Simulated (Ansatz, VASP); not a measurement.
# MgS: VASP beside Ansatz

```xyz
2
Lattice="0.0000 2.6016 2.6016 2.6016 0.0000 2.6016 2.6016 2.6016 0.0000" Properties=species:S:1:pos:R:3 pbc="T T T"
Mg   -0.0175    0.0159    0.0122
S     2.6149    2.5896    2.5924
```

Alike in both runs: task single point; functional PBEsol; k mesh 4 × 4 × 4; occupations gaussian, width 0.02 eV; no spin polarisation.

|  | VASP | Ansatz |
| --- | --- | --- |
| version | VASP 6.6.1 | Ansatz 0.2.0 |
| potentials or method | VASP PAW PBE potentials, release 64 (Mg, S) | plane waves, PAW |
| plane-wave cutoff (eV) | 600 | 420 |
| valence electrons in the cell | 8 | 16 |

```csv
,VASP,Ansatz,Ansatz less VASP
rms of the force components (eV/Å),0.074,0.074,-0.0001
```

VASP's potentials were made for PBE, not for PBEsol. Atom by atom the forces differ by 0.000 eV/Å (rms over components). VASP's potentials hold 8 valence electrons a cell and Ansatz's 16, so a difference there can come from the potentials and not from the codes.

The k mesh is coarse, so the values compare programs but aren't converged.
